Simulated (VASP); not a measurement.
# Cd2S3 (P-3m1) in VASP: single point with PBE

Aim: the single point of Cd2S3 with PBE.

Program: VASP 6.6.1. These are calculated values, not measurements. Logs are shortened: lines on timing, memory, paths and dates and some standing lists are left out, and cuts for length are marked.

## (1) The cell of the first run

The structure is trigonal, space group P-3m1 (No. 164). Conventional cell: a = 3.858 Å, b = 3.858 Å, c = 8.276 Å, α = 90.00°, β = 90.00°, γ = 120.00°. Within 3.4 Å of Cd (site symmetry 3m) lie 6 S at 2.61 to 2.78 Å. S (site symmetry -3m) has 6 Cd at 2.78 Å and 12 S at 3.75 to 3.86 Å within 3.9 Å. S (site symmetry 3m) has 3 Cd at 2.61 Å and 3 S at 3.15 Å within 3.4 Å.

## (2) Single point, PBE

The input, INCAR:

```
SYSTEM = Cd2S3
PREC = Accurate ; ENCUT = 520
EDIFF = 1E-6 ; ISMEAR = 0
SIGMA = 0.1 ; LREAL = .False.
LASPH = .True. ; NELM = 60
ALGO = Normal ; ISIF = 2
LWAVE = .False. ; LCHARG = .False.
GGA = PE ; NBANDS = 29
```

The input, KPOINTS:

```
Automatic mesh
0
Gamma
  12 12 6
  0 0 0
```

The input, POSCAR:

```
Cd2S3
1.0
    3.8583259120      0.0000000000      0.0000000000
   -1.9291629560      3.3414082559      0.0000000000
    0.0000000000      0.0000000000      8.2759491310
Cd S
2 3
Direct
    0.3333333333      0.6666666667      0.2002289348
    0.6666666667      0.3333333333      0.7997710652
    0.0000000000      0.0000000000      0.0000000000
    0.3333333333      0.6666666667      0.6349491290
    0.6666666667      0.3333333333      0.3650508710
```

Potentials or basis: VASP PAW PBE potentials, release 64 (Cd, S).

Run with:

```console
$ cat potpaw_PBE.64/Cd/POTCAR potpaw_PBE.64/S/POTCAR > POTCAR
$ mpirun -np 1 vasp_std > vasp.out
```

OUTCAR:

```text
SYSTEM = Cd2S3
   PREC = Accurate
   ENCUT = 520
   EDIFF = 1E-6
   ISMEAR = 0
   LREAL = .False.
   LASPH = .True.
   NELM = 60
   ISIF = 2
   GGA = PE

 ion  position               nearest neighbor table
   1  0.333  0.667  0.200-   5 2.61   5 2.61   5 2.61   3 2.78   3 2.78   3 2.78
   2  0.667  0.333  0.800-   4 2.61   4 2.61   4 2.61   3 2.78   3 2.78   3 2.78
   3  0.000  0.000  0.000-   1 2.78   2 2.78   2 2.78   1 2.78   2 2.78   1 2.78
   4  0.333  0.667  0.635-   2 2.61   2 2.61   2 2.61
   5  0.667  0.333  0.365-   1 2.61   1 2.61   1 2.61

  LATTYP: Found a hexagonal cell.
 ALAT       =     3.8583259120
 C/A-ratio  =     2.1449585441

  Lattice vectors:

 A1 = (   3.8583259120,   0.0000000000,   0.0000000000)
 A2 = (  -1.9291629560,   3.3414082559,   0.0000000000)
 A3 = (   0.0000000000,   0.0000000000,   8.2759491310)

Analysis of symmetry for initial positions (statically):
=====================================================================
 Subroutine PRICEL returns:
 Original cell was already a primitive cell.

 Routine SETGRP: Setting up the symmetry group for a
 hexagonal supercell.

 Subroutine GETGRP returns: Found 12 space group operations
 (whereof 12 operations were pure point group operations)
 out of a pool of 24 trial point group operations.

The static configuration has the point symmetry D_3d.

Analysis of symmetry for dynamics (positions and initial velocities):
=====================================================================
 Subroutine PRICEL returns:
 Original cell was already a primitive cell.

 Routine SETGRP: Setting up the symmetry group for a
 hexagonal supercell.

 Subroutine GETGRP returns: Found 12 space group operations
 (whereof 12 operations were pure point group operations)
 out of a pool of 24 trial point group operations.

The dynamic configuration has the point symmetry D_3d.

 Subroutine INISYM returns: Found 12 space group operations
 (whereof 12 operations are pure point group operations),
 and found     1 'primitive' translations

----------------------------------------------------------------------------------------

                                     Primitive cell

  volume of cell :     106.6955

  direct lattice vectors                    reciprocal lattice vectors
     3.858325912  0.000000000  0.000000000     0.259179764  0.149637507  0.000000000
    -1.929162956  3.341408256  0.000000000     0.000000000  0.299275013  0.000000000
[... 93 lines left out ...]
   EDIFFG = 0.1E-04   stopping-criterion for IOM
   NSW    =      0    number of steps for IOM
   IBRION =     -1    ionic relax: 0-MD 1-quasi-New 2-CG
   NFREE  =      0    steps in history (QN), initial steepest desc. (CG)
   ISIF   =      2    stress and relaxation
   ISYM   =      2    0-nonsym 1-usesym 2-fastsym
   POTIM  = 0.5000    time-step for ionic-motion
   TEBEG  =    0.0;   TEEND  =   0.0 temperature during run
   PSTRESS=    0.0 pullay stress
   NELECT =      42.0000    total number of electrons
   NUPDOWN=      -1.0000    fix difference up-down
   EMIN   =  10.00;   EMAX   =-10.00  energy-range for DOS
   EFERMI =   0.00;   METHOD = LEGACY
   ISMEAR =     0;   SIGMA  =   0.10  broadening in eV -4-tet -1-fermi 0-gaus
   EFERMI_NEDOS =   21; number of points for ismear=-14 and -15
   IALGO  =     38    algorithm
   IMIX   =      4    mixing-type and parameters
     AMIX     =   0.40;   BMIX     =  1.00
     AMIX_MAG =   1.60;   BMIX_MAG =  1.00
  volume/ion in A,a.u.               =      21.34       144.00
  Fermi-wavevector in a.u.,A,eV,Ry     =   1.199801  2.267295 19.585888  1.439522
  Thomas-Fermi vector in A             =   2.335654
   LORBIT       =      0    0 simple, 1 ext, 2 COOP (PROOUT), +10 PAW based schemes
   GGA     = PE    functional components
   LHFCALC =     F    Hartree Fock is set to
   AEXX    =    0.0000 exact exchange contribution
   IVDW    =     0    specifies the selected vdW correction
   LEPSILON=     F    determine dielectric tensor
   LRPA    =     F    only Hartree local field effects (RPA)
 non-spin polarized calculation
 Gauss-broadening in eV      SIGMA  =   0.10
  energy-cutoff  :      520.00
  volume of cell :      106.70
 maximum number of plane-waves:      2907
 NGX is ok and might be reduce to    30
   NGX = 15   NGY = 15   NGZ = 31

 number of electron      42.0000008 magnetization

 Free energy of the ion-electron system (eV)
  ---------------------------------------------------
  ext. energy  EPLUGINS =         0.00000000
  ---------------------------------------------------
  free energy    TOTEN  =       -14.10348221 eV

  energy without entropy =      -14.08155522  energy(sigma->0) =      -14.09251872

 E-fermi :   2.6328     XC(G=0): -10.0302

 val. band max:        2.6271498986   @ k =  -0.1667   0.5000   0.3333
 cond. band min:       2.6383190507   @ k =   0.1667   0.0000   0.1667
 fundamental gap:      0.0111691521
 Fermi energy:         2.6328343322

 k-point     1 :       0.0000    0.0000    0.0000
  band No.  band energies     occupation
      1     -10.3618      2.00000
      2      -9.4128      2.00000
      3      -8.9977      2.00000
      4      -5.2999      2.00000
      5      -5.2999      2.00000
      6      -5.1946      2.00000
[... 757 lines left out ...]
     28      10.0282      0.00000
     29      10.3699      0.00000

 [... further k-points ...]

------------------------ aborting loop because EDIFF is reached ----------------------------------------

  FORCE on cell =-STRESS in cart. coord.  units (eV):
  Direction    XX          YY          ZZ          XY          YZ          ZX
  --------------------------------------------------------------------------------------
  -------------------------------------------------------------------------------------
  Total        0.2412475      0.2412475      0.2405371      0.0000000      0.0000000      0.0000000
  in kB        3.6226570      3.6226570      3.6119884      0.0000000      0.0000000      0.0000000
  external PRESSURE =       3.6191008 kB  Pullay stress =       0.0000000 kB

 VOLUME and BASIS-vectors are now :
 -----------------------------------------------------------------------------
  energy-cutoff  :      520.00
  volume of cell :      106.70
      direct lattice vectors                 reciprocal lattice vectors
     3.858325912  0.000000000  0.000000000     0.259179764  0.149637507  0.000000000
    -1.929162956  3.341408256  0.000000000     0.000000000  0.299275013  0.000000000
     0.000000000  0.000000000  8.275949131     0.000000000  0.000000000  0.120832062

 POSITION                                       TOTAL-FORCE (eV/Angst)
 -----------------------------------------------------------------------------------
     -0.00000      2.22761      1.65708        -0.000000      0.000000     -0.009924
      1.92916      1.11380      6.61886         0.000000     -0.000000      0.009924
      0.00000      0.00000      0.00000         0.000000      0.000000     -0.000000
     -0.00000      2.22761      5.25481         0.000000      0.000000     -0.039373
      1.92916      1.11380      3.02114        -0.000000      0.000000      0.039373
 -----------------------------------------------------------------------------------
    total drift:                               -0.000000      0.000000     -0.000000

  FREE ENERGIE OF THE ION-ELECTRON SYSTEM (eV)
  ---------------------------------------------------
  free  energy   TOTEN  =       -14.1034822116 eV

  energy  without entropy=      -14.0815552227  energy(sigma->0) =      -14.09251872
```

stdout:

```text
POSCAR found type information on POSCAR CdS
 POSCAR found :  2 types and       5 ions
 scaLAPACK will be used
 LDA part: xc-table for (Slater+PW92), standard interpolation
 POSCAR, INCAR and KPOINTS ok, starting setup
 FFT: planning ... GRIDC
 FFT: planning ... GRID_SOFT
 FFT: planning ... GRID
 WAVECAR not read
 entering main loop
```

Wall time 4.2 min (1 thread of Intel Xeon Platinum 8488C (Sapphire Rapids), shared host); peak memory 0.4 GiB.

What came out:

- Free energy: -14.1035 eV
- Pressure: 0.4 GPa
- Largest force: 0.039 eV/Å
- Band gap on the k mesh: zero (bands 21 and 22 overlap by 1.23 eV)

Forces in eV/Å, atoms in the order of the input:
```
Cd   0.000  0.000 -0.010
Cd   0.000  0.000  0.010
S    0.000  0.000  0.000
S    0.000  0.000 -0.039
S    0.000  0.000  0.039
```

Levels at points of the mesh, in eV from the Fermi level:
```tsv
k point	band 17	band 18	band 19	band 20	band 21	band 22	band 23	band 24	band 25	band 26
(0.00, 0.00, 0.00)	-0.70	-0.58	-0.58	0.12	0.24	0.24	2.40	4.64	5.06	6.89
(0.50, 0.00, 0.00)	-2.21	-1.19	-0.93	-0.69	-0.48	-0.46	1.74	5.34	5.51	6.22
(0.00, 0.00, 0.50)	-0.90	-0.90	-0.25	-0.25	0.12	0.12	3.33	4.55	4.63	6.48
(0.50, 0.00, 0.50)	-2.41	-1.85	-1.78	-1.52	0.30	0.39	2.56	4.08	4.76	6.85
```
